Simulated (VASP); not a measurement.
Here is a VASP 6.6.1 calculation.

The input INCAR:

```
SYSTEM = Ti
  PREC = Accurate
  ENCUT = 520
  EDIFF = 1E-6
  ISMEAR = 0
  SIGMA = 0.15
  LREAL = .FALSE.
  LASPH = .TRUE.
  NELM = 80
  ALGO = Fast
  ISIF = 2
  LWAVE = .FALSE.
  LCHARG = .TRUE.
  GGA = PS
  LELF = .TRUE.
  LVHAR = .TRUE.
  NBANDS = 25
```

Contents of KPOINTS:

```
regular mesh
0
G
  12 12 14
  0 0 0
```

File POSCAR:

```
Ti
1.0
    4.4607000000      0.0000000000      0.0000000000
   -2.2303500000      3.8630795187      0.0000000000
    0.0000000000      0.0000000000      2.5297000000
Ti
3
Direct
    0.0000000000      0.0000000000      0.0000000000
    0.3333333333      0.6666666667      0.5000000000
    0.6666666667      0.3333333333      0.5000000000
```

Potentials or basis: VASP PAW PBE potentials, release 64 (Ti_sv).

Run with:

```console
$ cat potpaw_PBE.64/Ti_sv/POTCAR > POTCAR
$ mpirun -np 1 vasp_std > vasp.out
```

**Question.** Predict the pressure.

**Answer.** 18.6 GPa.

**Question.** Estimate the band gap on the k mesh.

**Answer.** Zero (bands 18 and 19 overlap by 0.45 eV).

Stress tensor (GPa, compression positive):
```
12.55  0.00  0.00
 0.00 12.55  0.00
 0.00  0.00 30.80
```

Caveat: the stress differs along the axes, from 13 to 31 GPa; the PAW data sets were made with another functional, which shifts forces and pressure a little.
